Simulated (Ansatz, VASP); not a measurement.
# Two plane-wave programs on Ti

```
Ti
1.0
     2.93519    0.00000    0.00000
    -1.46759    2.54195    0.00000
     0.00000    0.00000    4.63805
Ti
2
Direct
  0.33333 0.66667 0.25000
  0.66667 0.33333 0.75000
```

Alike in both runs: functional r2SCAN; k mesh 18 × 18 × 10; occupations gaussian, width 0.1 eV; no spin polarisation.

Ansatz relaxed the structure, and its values are those at the end. VASP's run is a single point on that final structure, the one shown.

|  | VASP | Ansatz |
| --- | --- | --- |
| version | VASP 6.6.1 | Ansatz 0.2.0 |
| potentials or method | VASP PAW PBE potentials, release 64 (Ti_sv), cutoff 520 eV | scalar-relativistic, plane waves, PAW |
| valence electrons in the cell | 24 | 24 |

|  | VASP | Ansatz | Ansatz less VASP |
| --- | --- | --- | --- |
| gap on the k mesh at the Fermi level (eV) | none | none | - |
| pressure (GPa) | 0.4 | 0.0 | -0.36 |

VASP's potentials were made for PBE, not for r2SCAN. A gap of «none» marks a metal or a gap that the smearing closes. The functional is the same, so the differences come from potentials, cutoffs and numerics.
